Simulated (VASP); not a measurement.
# Al2Pt (Fm-3m) in VASP: single point with PBE

Aim: the single point of Al2Pt with PBE.

Everything below comes from runs of VASP 6.6.1. Logs are shortened: lines on timing, memory, paths and dates and some standing lists are left out, and cuts for length are marked.

## Step 1: The cell of the first run

Symmetry: Fm-3m, No. 225, cubic system. The conventional cell has a = 5.910 Å, b = 5.910 Å, c = 5.910 Å, α = 90.00°, β = 90.00°, γ = 90.00°. Al (site symmetry -43m) has 4 Pt at 2.56 Å and 6 Al at 2.96 Å within 3.4 Å. Within 3.4 Å of Pt (site symmetry m-3m) lie 8 Al at 2.56 Å.

## Step 2: Single point, PBE

Contents of INCAR:

```
SYSTEM = Al2Pt
  PREC = Accurate
  ENCUT = 520
  EDIFF = 1E-6
  ISMEAR = -1
  SIGMA = 0.05
  LREAL = .FALSE.
  LASPH = .TRUE.
  NELM = 60
  ALGO = Normal
  ISIF = 2
  LWAVE = .FALSE.
  LCHARG = .TRUE.
  GGA = PE
  LELF = .TRUE.
  LVHAR = .TRUE.
  NBANDS = 15
```

Contents of KPOINTS:

```
Automatic mesh
0
G
  10 10 10
  0 0 0
```

Contents of POSCAR:

```
Al2Pt
1.0
    0.0000000000      2.9550000000      2.9550000000
    2.9550000000      0.0000000000      2.9550000000
    2.9550000000      2.9550000000      0.0000000000
Al Pt
2 1
Direct
    0.2500000000      0.2500000000      0.2500000000
    0.7500000000      0.7500000000      0.7500000000
    0.0000000000      0.0000000000      0.0000000000
```

Potentials or basis: VASP PAW PBE potentials, release 64 (Al, Pt).

On the command line:

```bash
$ cat potpaw_PBE.64/Al/POTCAR potpaw_PBE.64/Pt/POTCAR > POTCAR
$ mpirun -np 1 vasp_std > vasp.out
```

OUTCAR:

```text
SYSTEM = Al2Pt
   PREC = Accurate
   ENCUT = 520
   EDIFF = 1E-6
   ISMEAR = -1
   LREAL = .FALSE.
   LASPH = .TRUE.
   NELM = 60
   ISIF = 2
   GGA = PE

 ion  position               nearest neighbor table
   1  0.250  0.250  0.250-   3 2.56   3 2.56   3 2.56   3 2.56   2 2.96   2 2.96   2 2.96   2 2.96
                             2 2.96   2 2.96
   2  0.750  0.750  0.750-   3 2.56   3 2.56   3 2.56   3 2.56   1 2.96   1 2.96   1 2.96   1 2.96
                             1 2.96   1 2.96
   3  0.000  0.000  0.000-   2 2.56   2 2.56   2 2.56   1 2.56   2 2.56   1 2.56   1 2.56   1 2.56

  LATTYP: Found a face centered cubic cell.
 ALAT       =     5.9100000000

  Lattice vectors:

 A1 = (   0.0000000000,   2.9550000000,   2.9550000000)
 A2 = (   2.9550000000,   0.0000000000,   2.9550000000)
 A3 = (   2.9550000000,   2.9550000000,   0.0000000000)

Analysis of symmetry for initial positions (statically):
=====================================================================
 Subroutine PRICEL returns:
 Original cell was already a primitive cell.

 Routine SETGRP: Setting up the symmetry group for a
 face centered cubic supercell.

 Subroutine GETGRP returns: Found 48 space group operations
 (whereof 48 operations were pure point group operations)
 out of a pool of 48 trial point group operations.

The static configuration has the point symmetry O_h .

Analysis of symmetry for dynamics (positions and initial velocities):
=====================================================================
 Subroutine PRICEL returns:
 Original cell was already a primitive cell.

 Routine SETGRP: Setting up the symmetry group for a
 face centered cubic supercell.

 Subroutine GETGRP returns: Found 48 space group operations
 (whereof 48 operations were pure point group operations)
 out of a pool of 48 trial point group operations.

The dynamic configuration has the point symmetry O_h .

 Subroutine INISYM returns: Found 48 space group operations
 (whereof 48 operations are pure point group operations),
 and found     1 'primitive' translations

----------------------------------------------------------------------------------------

                                     Primitive cell

  volume of cell :      51.6063

  direct lattice vectors                    reciprocal lattice vectors
     0.000000000  2.955000000  2.955000000    -0.169204738  0.169204738  0.169204738
     2.955000000  0.000000000  2.955000000     0.169204738 -0.169204738  0.169204738
     2.955000000  2.955000000  0.000000000     0.169204738  0.169204738 -0.169204738

  length of vectors
     4.179001077  4.179001077  4.179001077     0.293071203  0.293071203  0.293071203

  position of ions in fractional coordinates (direct lattice)
     0.250000000  0.250000000  0.250000000
     0.750000000  0.750000000  0.750000000
     0.000000000  0.000000000  0.000000000

  ion indices of the primitive-cell ions
   primitive index   ion index
                 1           1
                 2           2
                 3           3

----------------------------------------------------------------------------------------

 KPOINTS: Automatic mesh

Automatic generation of k-mesh.
 Grid dimensions read from file:
 generate k-points for:   10   10   10

 Generating k-lattice:

  Cartesian coordinates                     Fractional coordinates (reciprocal lattice)
    -0.016920474  0.016920474  0.016920474     0.100000000  0.000000000  0.000000000
     0.016920474 -0.016920474  0.016920474     0.000000000  0.100000000  0.000000000
     0.016920474  0.016920474 -0.016920474     0.000000000  0.000000000  0.100000000

  Length of vectors
     0.029307120  0.029307120  0.029307120

  Shift w.r.t. Gamma in fractional coordinates (k-lattice)
     0.000000000  0.000000000  0.000000000

 Subroutine IBZKPT returns following result:
 ===========================================

 Found     47 irreducible k-points:

 Following reciprocal coordinates:
            Coordinates               Weight
  0.000000  0.000000  0.000000      1.000000
  0.100000  0.000000  0.000000      8.000000
  0.200000  0.000000  0.000000      8.000000
  0.300000  0.000000  0.000000      8.000000
  0.400000  0.000000  0.000000      8.000000
  0.500000  0.000000  0.000000      4.000000
[... 16 lines left out ...]
  0.300000  0.300000  0.000000      6.000000
  0.400000  0.300000  0.000000     24.000000
 [... further k-points ...]
   k-points           NKPTS =     47   k-points in BZ     NKDIM =     47   number of bands    NBANDS=     15
   number of dos      NEDOS =    301   number of ions     NIONS =      3
   total plane-waves  NPLWV =  32768
   dimension x,y,z NGX =    32 NGY =   32 NGZ =   32
   dimension x,y,z NGXF=    64 NGYF=   64 NGZF=   64
   ions per type =               2   1
   NGX,Y,Z   is equivalent  to a cutoff of  12.73, 12.73, 12.73 a.u.
   NGXF,Y,Z  is equivalent  to a cutoff of  25.46, 25.46, 25.46 a.u.
 SYSTEM =  Al2Pt
   PREC   = accura    normal or accurate (medium, high low for compatibility)
   ISTART =      0    job   : 0-new  1-cont  2-samecut
   ICHARG =      2    charge: 1-file 2-atom 10-const
   ISPIN  =      1    spin polarized calculation?
   LNONCOLLINEAR =      F non collinear calculations
   LSORBIT =      F    spin-orbit coupling
   LASPH  =      T    aspherical Exc in radial PAW
   ENCUT  =  520.0 eV  38.22 Ry    6.18 a.u.   7.77  7.77  7.77*2*pi/ulx,y,z
   NELM   =     60;   NELMIN=  2; NELMDL= -5     # of ELM steps
   EDIFF  = 0.1E-05   stopping-criterion for ELM
   LREAL  =      F    real-space projection
   EDIFFG = 0.1E-04   stopping-criterion for IOM
   NSW    =      0    number of steps for IOM
   IBRION =     -1    ionic relax: 0-MD 1-quasi-New 2-CG
   NFREE  =      0    steps in history (QN), initial steepest desc. (CG)
   ISIF   =      2    stress and relaxation
   ISYM   =      2    0-nonsym 1-usesym 2-fastsym
   POTIM  = 0.5000    time-step for ionic-motion
   TEBEG  =    0.0;   TEEND  =   0.0 temperature during run
   PSTRESS=    0.0 pullay stress
   NELECT =      16.0000    total number of electrons
   NUPDOWN=      -1.0000    fix difference up-down
   EMIN   =  10.00;   EMAX   =-10.00  energy-range for DOS
   EFERMI =   0.00;   METHOD = LEGACY
   ISMEAR =    -1;   SIGMA  =   0.05  broadening in eV -4-tet -1-fermi 0-gaus
   EFERMI_NEDOS =   21; number of points for ismear=-14 and -15
   IALGO  =     38    algorithm
   IMIX   =      4    mixing-type and parameters
     AMIX     =   0.40;   BMIX     =  1.00
     AMIX_MAG =   1.60;   BMIX_MAG =  1.00
  volume/ion in A,a.u.               =      17.20       116.09
  Fermi-wavevector in a.u.,A,eV,Ry     =   1.108019  2.093853 16.703966  1.227707
  Thomas-Fermi vector in A             =   2.244541
   LORBIT       =      0    0 simple, 1 ext, 2 COOP (PROOUT), +10 PAW based schemes
   GGA     = PE    functional components
   LHFCALC =     F    Hartree Fock is set to
   AEXX    =    0.0000 exact exchange contribution
   IVDW    =     0    specifies the selected vdW correction
   LEPSILON=     F    determine dielectric tensor
   LRPA    =     F    only Hartree local field effects (RPA)
 non-spin polarized calculation
  energy-cutoff  :      520.00
  volume of cell :       51.61
 maximum number of plane-waves:      1411
   NGX = 15   NGY = 15   NGZ = 15

 number of electron      16.0000000 magnetization

 Free energy of the ion-electron system (eV)
  ---------------------------------------------------
  ext. energy  EPLUGINS =         0.00000000
  ---------------------------------------------------
  free energy    TOTEN  =       -16.25809515 eV

  energy without entropy =      -16.24940652  energy(sigma->0) =      -16.25375084

 E-fermi :   7.8863     XC(G=0): -10.7014

 val. band max:        7.8505825376   @ k =   0.5000   0.3000   0.1000
 cond. band min:       7.9920015077   @ k =   0.2000   0.0000   0.0000
 fundamental gap:      0.1414189701
 Fermi energy:         7.8863046197

 k-point     1 :       0.0000    0.0000    0.0000
  band No.  band energies     occupation
      1      -2.3287      2.00000
      2       2.8480      2.00000
      3       2.8480      2.00000
      4       2.8480      2.00000
      5       4.2041      2.00000
      6       4.2041      2.00000
      7      10.8552      0.00000
      8      11.7229      0.00000
      9      11.7229      0.00000
     10      11.7229      0.00000
     11      13.3100      0.00000
     12      13.3100      0.00000
     13      13.3100      0.00000
     14      14.2366      0.00000
     15      14.2366      0.00000

 k-point     2 :       0.1000    0.0000    0.0000
  band No.  band energies     occupation
      1      -2.1910      2.00000
      2       2.7658      2.00000
      3       2.8942      2.00000
      4       2.8942      2.00000
      5       4.1882      2.00000
      6       4.1882      2.00000
      7      10.0632      0.00000
      8      11.1206      0.00000
      9      11.3387      0.00000
     10      11.3387      0.00000
     11      13.7444      0.00000
     12      13.7444      0.00000
     13      13.9163      0.00000
     14      13.9787      0.00000
     15      13.9787      0.00000

 k-point     3 :       0.2000    0.0000    0.0000
  band No.  band energies     occupation
      1      -1.7876      2.00000
      2       2.5562      2.00000
      3       3.0065      2.00000
      4       3.0065      2.00000
      5       4.1722      2.00000
      6       4.1722      2.00000
      7       7.9920      0.21550
      8      10.5841      0.00000
      9      10.5841      0.00000
     10      11.4784      0.00000
     11      13.4987      0.00000
     12      13.5482      0.00000
     13      13.5482      0.00000
     14      14.6763      0.00000
     15      14.6763      0.00000
[... 343 lines left out ...]
 k-point    23 :       0.3000    0.3000    0.0000
  band No.  band energies     occupation
      1      -0.7074      2.00000
      2       2.1334      2.00000
      3       3.4648      2.00000
      4       3.4648      2.00000
      5       3.4821      2.00000
      6       4.5204      2.00000
      7       6.8708      2.00000
      8       7.7757      1.80279
      9       7.7757      1.80279
     10      10.9853      0.00000
     11      11.5399      0.00000
     12      16.0538      0.00000
     13      16.0538      0.00000
     14      16.2327      0.00000
     15      16.4386      0.00000

 k-point    24 :       0.4000    0.3000    0.0000
  band No.  band energies     occupation
      1      -0.0787      2.00000
      2       1.9961      2.00000
      3       3.1715      2.00000
      4       3.6379      2.00000
      5       3.8193      2.00000
      6       4.5744      2.00000
      7       5.5535      2.00000
      8       7.2574      1.99999
      9       7.3120      1.99998
     10      11.1437      0.00000
     11      11.7655      0.00000
     12      15.4472      0.00000
     13      16.2146      0.00000
     14      16.9104      0.00000
     15      17.5819      0.00000

 [... further k-points ...]
[... 5 lines left out ...]
  --------------------------------------------------------------------------------------
  -------------------------------------------------------------------------------------
  Total        0.7445736      0.7445736      0.7445736      0.0000000      0.0000000      0.0000000
  in kB       23.1161629     23.1161629     23.1161629      0.0000000      0.0000000      0.0000000
  external PRESSURE =      23.1161629 kB  Pullay stress =       0.0000000 kB

 VOLUME and BASIS-vectors are now :
 -----------------------------------------------------------------------------
  energy-cutoff  :      520.00
  volume of cell :       51.61
      direct lattice vectors                 reciprocal lattice vectors
     0.000000000  2.955000000  2.955000000    -0.169204738  0.169204738  0.169204738
     2.955000000  0.000000000  2.955000000     0.169204738 -0.169204738  0.169204738
     2.955000000  2.955000000  0.000000000     0.169204738  0.169204738 -0.169204738

 POSITION                                       TOTAL-FORCE (eV/Angst)
 -----------------------------------------------------------------------------------
      1.47750      1.47750      1.47750        -0.000000      0.000000     -0.000000
      4.43250      4.43250      4.43250        -0.000000     -0.000000      0.000000
      0.00000      0.00000      0.00000         0.000000      0.000000      0.000000
 -----------------------------------------------------------------------------------
    total drift:                                0.000000     -0.000000      0.000000

  FREE ENERGIE OF THE ION-ELECTRON SYSTEM (eV)
  ---------------------------------------------------
  free  energy   TOTEN  =       -16.2580951536 eV

  energy  without entropy=      -16.2494065167  energy(sigma->0) =      -16.25375084
```

Run time: 16 s. Hardware: 1 thread of Intel Xeon Platinum 8488C (Sapphire Rapids), shared host; peak memory 0.19 GiB.

Results:

* Free energy: -16.2581 eV
* Pressure: 2.3 GPa
* Band gap on the k mesh: zero (band 8 reaches 11.72 eV, above the bottom of band 9 at 6.29 eV)

Caveat: spin-orbit coupling is left out, which moves the levels of the heavy elements.
